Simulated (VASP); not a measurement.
Input of a VASP 6.6.1 run:

Contents of INCAR:

```
PREC     = Accurate       # precision mode
ENCUT    = 600            # plane-wave cutoff, eV
EDIFF    = 1E-6           # SCF threshold, eV
ISMEAR   = 0              # smearing method
SIGMA    = 0.02           # smearing width, eV
LREAL    = F              # projectors in reciprocal space
LASPH    = T              # aspherical terms in the spheres
NELM     = 80             # most SCF steps
ALGO     = Normal         # electronic algorithm
ISIF     = 3              # what is computed and relaxed
LWAVE    = F              # write WAVECAR
LCHARG   = F              # write CHGCAR
GGA      = PS             # functional
IBRION   = 2              # ionic algorithm
NSW      = 70             # ionic steps
EDIFFG   = -0.008         # ionic threshold
PSTRESS  = 250.0
```

KPOINTS

```
regular mesh
0
Gamma
  12 12 6
```

The input POSCAR:

```
Te2Mo
1.0
    3.2322735972      0.0000000000      0.0000000000
   -1.6161367986      2.7992310472      0.0000000000
    0.0000000000      0.0000000000      6.9376300665
Te Mo
2 1
Direct
    0.3333333333      0.6666666667      0.7421722473
    0.3333333333      0.6666666667      0.2578277527
    0.0000000000      0.0000000000      0.0000000000
```

Potentials or basis: VASP PAW PBE potentials, release 64 (Te, Mo_sv).

Run with:

```sh
$ cat potpaw_PBE.64/Te/POTCAR potpaw_PBE.64/Mo_sv/POTCAR > POTCAR
$ mpirun -np 1 vasp_std > vasp.out
```

Task: What does it give for the space group after relaxing (to 0.1 Å)?

Result: P-6m2 (No. 187).

Task: Estimate the relaxed volume.

Result: 20.45 Å³/atom.

Forces in eV/Å, atoms in the order of the input:
```
Te   0.000  0.000 -0.003
Te   0.000  0.000  0.003
Mo   0.000  0.000  0.000
```

Caveat: the cell is relaxed towards a set pressure, so the run minimises the enthalpy, not the energy; the PAW data sets were made with another functional, which shifts forces and pressure a little.
